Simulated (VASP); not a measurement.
# SiGe (P6_3mc) in VASP: further runs, part 2 of 2

VASP 6.6.1.

## (4) Single point, PBEsol (atoms shifted along a free coordinate)

Input file INCAR:

```
SYSTEM = SiGe
PREC = Accurate ; ENCUT = 520
EDIFF = 1E-7 ; ISMEAR = 0
SIGMA = 0.03 ; LREAL = .FALSE.
LASPH = .TRUE. ; NELM = 60
ALGO = Normal ; ISIF = 2
LWAVE = .FALSE. ; LCHARG = .TRUE.
GGA = PS ; LELF = .TRUE.
LVHAR = .TRUE. ; NBANDS = 26
```

Input file KPOINTS:

```
regular mesh
0
G
  12 12 6
  0 0 0
```

Input file POSCAR:

```
SiGe
1.0
    4.0018446113      0.0000000000      0.0000000000
   -2.0009223057      3.4656990954      0.0000000000
    0.0000000000      0.0000000000      6.6106243379
Si Ge
2 2
Direct
    0.6666666667      0.3333333333      0.8745463082
    0.3333333333      0.6666666667      0.3745463082
    0.6666666667      0.3333333333      0.5004526918
    0.3333333333      0.6666666667      0.0004526918
```

Potentials or basis: VASP PAW PBE potentials, release 64 (Si, Ge_d).

Launch:

```bash
> cat potpaw_PBE.64/Si/POTCAR potpaw_PBE.64/Ge_d/POTCAR > POTCAR
> mpirun -np 1 vasp_std > vasp.out
```

OUTCAR:

```text
SYSTEM = SiGe
   PREC = Accurate
   ENCUT = 520
   EDIFF = 1E-7
   ISMEAR = 0
   LREAL = .FALSE.
   LASPH = .TRUE.
   NELM = 60
   ISIF = 2
   GGA = PS

 ion  position               nearest neighbor table
   1  0.667  0.333  0.875-   4 2.46   4 2.46   4 2.46   3 2.47
   2  0.333  0.667  0.375-   3 2.46   3 2.46   3 2.46   4 2.47
   3  0.667  0.333  0.500-   2 2.46   2 2.46   2 2.46   1 2.47
   4  0.333  0.667  0.000-   1 2.46   1 2.46   1 2.46   2 2.47

  LATTYP: Found a hexagonal cell.
 ALAT       =     4.0018446113
 C/A-ratio  =     1.6518943087

  Lattice vectors:

 A1 = (   4.0018446113,   0.0000000000,   0.0000000000)
 A2 = (  -2.0009223057,   3.4656990954,   0.0000000000)
 A3 = (   0.0000000000,   0.0000000000,   6.6106243379)

Analysis of symmetry for initial positions (statically):
=====================================================================
 Subroutine PRICEL returns:
 Original cell was already a primitive cell.

 Routine SETGRP: Setting up the symmetry group for a
 hexagonal supercell.

 Subroutine GETGRP returns: Found 12 space group operations
 (whereof  6 operations were pure point group operations)
 out of a pool of 24 trial point group operations.

The static configuration has the point symmetry C_3v.
 The point group associated with its full space group is C_6v.

Analysis of symmetry for dynamics (positions and initial velocities):
=====================================================================
 Subroutine PRICEL returns:
 Original cell was already a primitive cell.

 Routine SETGRP: Setting up the symmetry group for a
 hexagonal supercell.

 Subroutine GETGRP returns: Found 12 space group operations
 (whereof  6 operations were pure point group operations)
 out of a pool of 24 trial point group operations.
[... 121 lines left out ...]
   ISMEAR =     0;   SIGMA  =   0.03  broadening in eV -4-tet -1-fermi 0-gaus
   EFERMI_NEDOS =   21; number of points for ismear=-14 and -15
   IALGO  =     38    algorithm
   IMIX   =      4    mixing-type and parameters
     AMIX     =   0.40;   BMIX     =  1.00
     AMIX_MAG =   1.60;   BMIX_MAG =  1.00
  volume/ion in A,a.u.               =      22.92       154.68
  Fermi-wavevector in a.u.,A,eV,Ry     =   1.198794  2.265392 19.553021  1.437107
  Thomas-Fermi vector in A             =   2.334673
   LORBIT       =      0    0 simple, 1 ext, 2 COOP (PROOUT), +10 PAW based schemes
   GGA     = PS    functional components
   LHFCALC =     F    Hartree Fock is set to
   AEXX    =    0.0000 exact exchange contribution
   IVDW    =     0    specifies the selected vdW correction
   LEPSILON=     F    determine dielectric tensor
   LRPA    =     F    only Hartree local field effects (RPA)
 non-spin polarized calculation
 Gauss-broadening in eV      SIGMA  =   0.03
  energy-cutoff  :      520.00
  volume of cell :       91.68
 maximum number of plane-waves:      2539
 NGX is ok and might be reduce to    30
   NGX = 15   NGY = 15   NGZ = 25

 number of electron      36.0000010 magnetization

 Free energy of the ion-electron system (eV)
  ---------------------------------------------------
  ext. energy  EPLUGINS =         0.00000000
  ---------------------------------------------------
  free energy    TOTEN  =       -21.14238096 eV

  energy without entropy =      -21.14238096  energy(sigma->0) =      -21.14238096

 E-fermi :   4.8973     XC(G=0):  -9.5513

 val. band max:        4.7939390582   @ k =   0.0000   0.0000   0.0000
 cond. band min:       4.9978190768   @ k =   0.0000   0.0000   0.0000
 fundamental gap:      0.2038800185
 Fermi energy:         4.8973373385

 k-point     1 :       0.0000    0.0000    0.0000
  band No.  band energies     occupation
      1     -19.6670      2.00000
      2     -19.6669      2.00000
      3     -19.6641      2.00000
      4     -19.6641      2.00000
      5     -19.6619      2.00000
      6     -19.6619      2.00000
[... 685 lines left out ...]
     25      11.4686      0.00000
     26      11.8813      0.00000

 [... further k-points ...]

------------------------ aborting loop because EDIFF is reached ----------------------------------------

  FORCE on cell =-STRESS in cart. coord.  units (eV):
  Direction    XX          YY          ZZ          XY          YZ          ZX
  --------------------------------------------------------------------------------------
  -------------------------------------------------------------------------------------
  Total       -2.9921091     -2.9921091     -3.0066920      0.0000000      0.0000000      0.0000000
  in kB      -52.2870873    -52.2870873    -52.5419243      0.0000000      0.0000000      0.0000000
  external PRESSURE =     -52.3720330 kB  Pullay stress =       0.0000000 kB

 VOLUME and BASIS-vectors are now :
 -----------------------------------------------------------------------------
  energy-cutoff  :      520.00
  volume of cell :       91.68
      direct lattice vectors                 reciprocal lattice vectors
     4.001844611  0.000000000  0.000000000     0.249884765  0.144271036  0.000000000
    -2.000922306  3.465699095  0.000000000     0.000000000  0.288542073  0.000000000
     0.000000000  0.000000000  6.610624338     0.000000000  0.000000000  0.151271642

 POSITION                                       TOTAL-FORCE (eV/Angst)
 -----------------------------------------------------------------------------------
      2.00092      1.15523      5.78130        -0.000000      0.000000      0.026640
     -0.00000      2.31047      2.47598         0.000000     -0.000000      0.026640
      2.00092      1.15523      3.30830        -0.000000      0.000000     -0.026640
     -0.00000      2.31047      0.00299         0.000000     -0.000000     -0.026640
 -----------------------------------------------------------------------------------
    total drift:                               -0.000000     -0.000000      0.000379

  FREE ENERGIE OF THE ION-ELECTRON SYSTEM (eV)
  ---------------------------------------------------
  free  energy   TOTEN  =       -21.1423809610 eV

  energy  without entropy=      -21.1423809605  energy(sigma->0) =      -21.14238096
```

OSZICAR:

```text
N       E                     dE             d eps       ncg     rms          rms(c)
DAV:   1     0.261309219779E+03    0.26131E+03   -0.17628E+04  4610   0.287E+03
DAV:   2     0.214175589727E+02   -0.23989E+03   -0.23156E+03  4056   0.628E+02
DAV:   3    -0.197026322585E+02   -0.41120E+02   -0.40563E+02  4788   0.153E+02
DAV:   4    -0.214076913981E+02   -0.17051E+01   -0.17018E+01  4768   0.344E+01
DAV:   5    -0.214442307109E+02   -0.36539E-01   -0.36529E-01  4762   0.566E+00    0.526E+00
DAV:   6    -0.212412800197E+02    0.20295E+00   -0.84509E-02  4800   0.239E+00    0.305E+00
DAV:   7    -0.211398322519E+02    0.10145E+00   -0.14431E-01  4266   0.259E+00    0.207E-01
DAV:   8    -0.211420273687E+02   -0.21951E-02   -0.14220E-02  4852   0.134E+00    0.107E-01
DAV:   9    -0.211422541552E+02   -0.22679E-03   -0.39047E-04  4834   0.165E-01    0.728E-02
DAV:  10    -0.211423612498E+02   -0.10709E-03   -0.11198E-04  4598   0.930E-02    0.209E-02
DAV:  11    -0.211423790700E+02   -0.17820E-04   -0.17716E-05  4992   0.257E-02    0.424E-03
DAV:  12    -0.211423808907E+02   -0.18207E-05   -0.21781E-06  4570   0.133E-02    0.212E-03
DAV:  13    -0.211423809610E+02   -0.70289E-07   -0.16629E-07  3990   0.431E-03
   1 F= -.21142381E+02 E0= -.21142381E+02  d E =-.534553E-09
```

Wall time 77 s (1 thread of Intel Xeon 6975P-C (Granite Rapids), shared host); peak memory 0.29 GiB.

What came out:

* Free energy: -21.1424 eV
* Pressure: -5.2 GPa
* Largest force: 0.027 eV/Å
* Band gap on the k mesh: 0.20 eV

Forces on the atoms (eV/Å):
```
Si   0.000  0.000  0.027
Si   0.000  0.000  0.027
Ge   0.000  0.000 -0.027
Ge   0.000  0.000 -0.027
```

Caveat: the cell differs from its parent crystal (atoms shifted along a free coordinate); the cell stands under tension; the PAW data sets were made with another functional, which shifts forces and pressure a little. A k mesh can miss the band edges.

## (5) Single point, PBEsol (atoms shifted along a free coordinate)

Input file INCAR:

```
ALGO = Normal
EDIFF = 1E-7
ENCUT = 520
GGA = PS
ISIF = 2
ISMEAR = 0
LASPH = T
LCHARG = T
LELF = T
LREAL = F
LVHAR = T
LWAVE = F
NBANDS = 26
NELM = 100
PREC = Accurate
SIGMA = 0.03
```

Input file KPOINTS:

```
k-points
0
Gamma
  12 12 6
```

Input file POSCAR:

```
SiGe
1.0
    3.7935520603      0.0000000000      0.0000000000
   -1.8967760302      3.2853124548      0.0000000000
    0.0000000000      0.0000000000      6.2665470583
Si Ge
2 2
Direct
    0.6666666667      0.3333333333      0.8745463082
    0.3333333333      0.6666666667      0.3745463082
    0.6666666667      0.3333333333      0.5237332063
    0.3333333333      0.6666666667      0.0237332063
```

Potentials or basis: VASP PAW PBE potentials, release 64 (Si, Ge_d).

Launch:

```bash
> cat potpaw_PBE.64/Si/POTCAR potpaw_PBE.64/Ge_d/POTCAR > POTCAR
> mpirun -np 1 vasp_std > vasp.out
```

OUTCAR:

```text
EDIFF = 1E-7
   ENCUT = 520
   GGA = PS
   ISIF = 2
   ISMEAR = 0
   LASPH = T
   LREAL = F
   NELM = 100
   PREC = Accurate

 ion  position               nearest neighbor table
   1  0.667  0.333  0.875-   3 2.20   4 2.38   4 2.38   4 2.38
   2  0.333  0.667  0.375-   4 2.20   3 2.38   3 2.38   3 2.38
   3  0.667  0.333  0.524-   1 2.20   2 2.38   2 2.38   2 2.38
   4  0.333  0.667  0.024-   2 2.20   1 2.38   1 2.38   1 2.38

  LATTYP: Found a hexagonal cell.
 ALAT       =     3.7935520603
 C/A-ratio  =     1.6518943087

  Lattice vectors:

 A1 = (   3.7935520603,   0.0000000000,   0.0000000000)
 A2 = (  -1.8967760302,   3.2853124548,   0.0000000000)
 A3 = (   0.0000000000,   0.0000000000,   6.2665470583)

Analysis of symmetry for initial positions (statically):
=====================================================================
 Subroutine PRICEL returns:
 Original cell was already a primitive cell.

 Routine SETGRP: Setting up the symmetry group for a
 hexagonal supercell.

[... 168 lines left out ...]
  free energy    TOTEN  =       -20.76348483 eV

  energy without entropy =      -20.76320866  energy(sigma->0) =      -20.76334674

 E-fermi :   6.6847     XC(G=0): -10.2553

 val. band max:        6.6252131642   @ k =   0.3333   0.3333   0.0000
 cond. band min:       6.6866459073   @ k =   0.4167  -0.0000   0.3333
 fundamental gap:      0.0614327431
 Fermi energy:         6.6847296960

 k-point     1 :       0.0000    0.0000    0.0000
  band No.  band energies     occupation
      1     -18.2330      2.00000
      2     -18.2316      2.00000
      3     -18.2015      2.00000
      4     -18.2015      2.00000
      5     -18.1952      2.00000
      6     -18.1952      2.00000
[... 685 lines left out ...]
     25      13.8958      0.00000
     26      14.2604      0.00000

 [... further k-points ...]

------------------------ aborting loop because EDIFF is reached ----------------------------------------

  FORCE on cell =-STRESS in cart. coord.  units (eV):
  Direction    XX          YY          ZZ          XY          YZ          ZX
  --------------------------------------------------------------------------------------
  -------------------------------------------------------------------------------------
  Total        1.8204265      1.8204265      9.2011592     -0.0000000      0.0000000      0.0000000
  in kB       37.3450207     37.3450207    188.7565766     -0.0000000      0.0000000      0.0000000
  external PRESSURE =      87.8155393 kB  Pullay stress =       0.0000000 kB

 VOLUME and BASIS-vectors are now :
 -----------------------------------------------------------------------------
  energy-cutoff  :      520.00
  volume of cell :       78.10
      direct lattice vectors                 reciprocal lattice vectors
     3.793552060  0.000000000  0.000000000     0.263605187  0.152192526  0.000000000
    -1.896776030  3.285312455  0.000000000     0.000000000  0.304385051  0.000000000
     0.000000000  0.000000000  6.266547058     0.000000000  0.000000000  0.159577514

 POSITION                                       TOTAL-FORCE (eV/Angst)
 -----------------------------------------------------------------------------------
      1.89678      1.09510      5.48039         0.000000     -0.000000      2.491785
     -0.00000      2.19021      2.34711        -0.000000      0.000000      2.491785
      1.89678      1.09510      3.28200        -0.000000      0.000000     -2.491785
     -0.00000      2.19021      0.14873         0.000000      0.000000     -2.491785
 -----------------------------------------------------------------------------------
    total drift:                               -0.000001     -0.000001     -0.003018

  FREE ENERGIE OF THE ION-ELECTRON SYSTEM (eV)
  ---------------------------------------------------
  free  energy   TOTEN  =       -20.7634848328 eV

  energy  without entropy=      -20.7632086553  energy(sigma->0) =      -20.76334674
```

stdout:

```text
POSCAR found type information on POSCAR SiGe
 POSCAR found :  2 types and       4 ions
 scaLAPACK will be used
 -----------------------------------------------------------------------------
|                                                                             |
|                                                                             |
|     You enforced a specific xc type in the INCAR file but a different       |
|     I HOPE YOU KNOW WHAT YOU ARE DOING!                                     |
|                                                                             |
 -----------------------------------------------------------------------------

 LDA part: xc-table for (Slater+PW92), standard interpolation
 POSCAR, INCAR and KPOINTS ok, starting setup
 FFT: planning ... GRIDC
 FFT: planning ... GRID_SOFT
 FFT: planning ... GRID
 WAVECAR not read
 entering main loop
```

Wall time 62 s (1 thread of Intel Xeon 6975P-C (Granite Rapids), shared host); peak memory 0.26 GiB.

What came out:

* Free energy: -20.7635 eV
* Pressure: 8.8 GPa
* Largest force: 2.492 eV/Å
* Band gap on the k mesh: zero (bands 18 and 19 overlap by 0.27 eV)

Forces in eV/Å, atoms in the order of the input:
```
Si   0.000  0.000  2.492
Si   0.000  0.000  2.492
Ge   0.000  0.000 -2.492
Ge   0.000  0.000 -2.492
```

Stress tensor (GPa, compression positive):
```
 3.73  0.00  0.00
 0.00  3.73  0.00
 0.00  0.00 18.88
```

Levels at points of the mesh, in eV from the Fermi level:
```
           k point  band 15  band 16  band 17  band 18  band 19  band 20  band 21  band 22
(0.00, 0.00, 0.00)    -1.86    -1.38     0.21     0.21     0.69     1.53     1.53     2.02
(0.50, 0.00, 0.00)    -5.79    -4.04    -3.59    -1.47     0.15     1.99     2.36     2.39
(0.00, 0.00, 0.50)    -1.13    -1.13    -1.13    -1.13     1.55     1.55     2.93     2.93
(0.50, 0.00, 0.50)    -3.35    -3.35    -2.80    -2.80     0.25     0.25     1.68     1.68
```

Caveat: the cell differs from its parent crystal (atoms shifted along a free coordinate); the cell stands under pressure; semilocal functionals underestimate gaps, so a narrow gap can read as zero; the PAW data sets were made with another functional, which shifts forces and pressure a little.

## (6) Single point, PBEsol (atoms shifted along a free coordinate)

Input file INCAR:

```
PREC = Accurate
ENCUT = 520
EDIFF = 1E-6
ISMEAR = 0
SIGMA = 0.03
LREAL = False
LASPH = True
NELM = 100
ALGO = Normal
ISIF = 2
LWAVE = False
LCHARG = False
GGA = PS
NBANDS = 26
```

Input file KPOINTS:

```
Automatic mesh
0
Gamma
  12 12 6
```

Edit POSCAR of step 5 so:

```diff
@@ -10,3 +10,3 @@
     0.3333333333      0.6666666667      0.3745463082
-    0.6666666667      0.3333333333      0.5237332063
-    0.3333333333      0.6666666667      0.0237332063
+    0.6666666667      0.3333333333      0.4771721773
+    0.3333333333      0.6666666667     -0.0228278227
```

Potentials or basis: VASP PAW PBE potentials, release 64 (Si, Ge_d).

Launch:

```bash
> cat potpaw_PBE.64/Si/POTCAR potpaw_PBE.64/Ge_d/POTCAR > POTCAR
> mpirun -np 1 vasp_std > vasp.out
```

Run time: 54 s. Hardware: 1 thread of Intel Xeon 6975P-C (Granite Rapids), shared host; peak memory 0.26 GiB.

The run converged. Its results:

```
Free energy            : -20.8357 eV
Pressure               : 9.0 GPa
Largest force          : 1.608 eV/Å
Band gap on the k mesh : zero (bands 18 and 19 overlap by 0.37 eV)
```

Forces on the atoms (eV/Å):
```
Si   0.000  0.000 -1.608
Si   0.000  0.000 -1.608
Ge   0.000  0.000  1.608
Ge   0.000  0.000  1.608
```

Stress tensor (GPa, compression positive):
```
12.60  0.00  0.00
 0.00 12.60  0.00
 0.00  0.00  1.67
```

Levels at points of the mesh, in eV from the Fermi level:
```
           k point  band 16  band 17  band 18  band 19  band 20  band 21
(0.00, 0.00, 0.00)    -0.51    -0.51     0.28     0.38     1.67     2.02
(0.50, 0.00, 0.00)    -3.74    -3.06    -2.16    -0.09     1.89     3.62
(0.00, 0.00, 0.50)    -1.38    -1.38    -1.38     1.09     1.09     2.91
(0.50, 0.00, 0.50)    -3.09    -2.57    -2.57     0.59     0.59     1.26
```

Caveat: the cell differs from its parent crystal (atoms shifted along a free coordinate); the cell stands under pressure; semilocal functionals underestimate gaps, so a narrow gap can read as zero; the PAW data sets were made with another functional, which shifts forces and pressure a little.

## (7) Summary

```csv
cell,gap on the mesh (eV),pressure (GPa),largest force (eV/Å)
"a = 4.002, b = 4.002, c = 6.611 Å, angles 90.0, 90.0, 120.0°, 4 atoms, atomic positions A",0.09,-5.1,0.47
"a = 4.002, b = 4.002, c = 6.611 Å, angles 90.0, 90.0, 120.0°, 4 atoms, atomic positions B",0.18,-5.2,0.60
"a = 4.002, b = 4.002, c = 6.611 Å, angles 90.0, 90.0, 120.0°, 4 atoms, atomic positions C",0.20,-5.2,0.03
"a = 3.794, b = 3.794, c = 6.267 Å, angles 90.0, 90.0, 120.0°, 4 atoms, atomic positions D",none,8.8,2.49
"a = 3.794, b = 3.794, c = 6.267 Å, angles 90.0, 90.0, 120.0°, 4 atoms, atomic positions E",none,9.0,1.61
```

Alike in all rows: task single point; level PBEsol; potentials or basis VASP PAW PBE potentials, release 64 (Si, Ge_d); no spin polarisation; k mesh 12 × 12 × 6; cutoff (eV) 520; smearing gaussian 0.03 eV.

Caveats: the PAW data sets were made with another functional, which shifts forces and pressure a little; the cell stands under tension (at least some runs); the cell stands under pressure (at least some runs); semilocal functionals underestimate gaps, so a narrow gap can read as zero (at least some runs).

Absolute energies hang on the potentials; compare differences alone.
